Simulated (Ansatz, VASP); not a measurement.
# Two plane-wave programs on TaN

File INCAR:

```
  PREC = Accurate
  ENCUT = 520
  EDIFF = 1E-6
  ISMEAR = 0
  SIGMA = 0.15
  LREAL = False
  LASPH = True
  NELM = 80
  ALGO = Normal
  ISIF = 2
  LWAVE = False
  LCHARG = False
  GGA = PS
  NBANDS = 15
```

File KPOINTS:

```
regular mesh
0
Gamma
  12 12 12
```

Contents of POSCAR:

```
TaN
1.0
    2.9239890448      0.0000000000      0.0000000000
   -1.4619945224      2.5322487932      0.0000000000
    0.0000000000      0.0000000000      2.8707276426
Ta N
1 1
Direct
    0.2613113837      0.4822978189      0.4782692686
    0.0720219496      0.1843688477      0.0217307314
```

Input for Ansatz:

```yaml
crystal:
  lattice:
    - [2.9239890448, 0.0, 0.0]
    - [-1.4619945224, 2.5322487932, 0.0]
    - [0.0, 0.0, 2.8707276426]
  atoms:
    - { symbol: Ta, position: [0.2613113837, 0.4822978189, 0.4782692686] }
    - { symbol: "N", position: [0.0720219496, 0.1843688477, 0.0217307314] }
basis:
  ecutwfc: 420
kpoints:
  mp_grid: { grid: [12, 12, 12] }
hamiltonian:
  xc: pbesol
scf:
  occupations: { method: gaussian, width: 0.15 }
output:
  forces: true
  stress: true
  eigenvalues: true
  write_density: true
  write_potential: true
  elf: true
  volumetric_format: npy
```

Change from the starting cell: all atoms moved at random, sigma 0.25 Å a component.

Alike in both runs: task single point; functional PBEsol; k mesh 12 × 12 × 12; occupations gaussian, width 0.15 eV; no spin polarisation.

|  | VASP | Ansatz |
| --- | --- | --- |
| version | VASP 6.6.1 | Ansatz 0.2.0 |
| potentials or method | VASP PAW PBE potentials, release 64 (Ta_pv, N), cutoff 520 eV | scalar-relativistic, plane waves, PAW |
| valence electrons in the cell | 16 | 18 |

Ansatz gave:

- gap on the k mesh at the Fermi level (eV): none
- rms of the force components (eV/Å): 13.290

Question: What did VASP give for the same quantities?

Answer: gap on the k mesh at the Fermi level (eV): none; rms of the force components (eV/Å): 14.383.

VASP's potentials were made for PBE, not for PBEsol. Atom by atom the forces differ by 1.163 eV/Å (rms over components). A gap of «none» marks a metal or a gap that the smearing closes. VASP's potentials hold 16 valence electrons a cell and Ansatz's 18, so a difference there can come from the potentials and not from the codes.

Neither program's run includes spin-orbit coupling.
